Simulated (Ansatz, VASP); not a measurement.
**One calculation of BP, two programs**

```
P B
1.0
     0.00000    2.28403    2.28403
     2.28403    0.00000    2.28403
     2.28403    2.28403    0.00000
P B
1 1
Direct
  0.75000 0.75000 0.75000
  0.00000 0.00000 0.00000
```

Alike in both runs: task single point; functional LDA; k mesh 10 × 10 × 10; occupations fermi-dirac, width 0.05 eV; no spin polarisation.

```csv
,VASP,Ansatz
version,VASP 6.6.1,Ansatz 0.2.0
potentials or method,"VASP PAW LDA potentials, release 64 (P, B)",JTH PAW LDA
plane-wave cutoff (eV),520,870
valence electrons in the cell,8,8
```

```tsv
	VASP	Ansatz	Ansatz less VASP
gap on the k mesh at the Fermi level (eV)	1.21	1.21	0.000
least direct gap on the mesh (eV)	3.35	3.35	-0.001
pressure (GPa)	-8.3	-8.3	0.00
```

LDA's correlation is that of Perdew and Zunger in VASP and of Perdew and Wang (1992) in Ansatz.
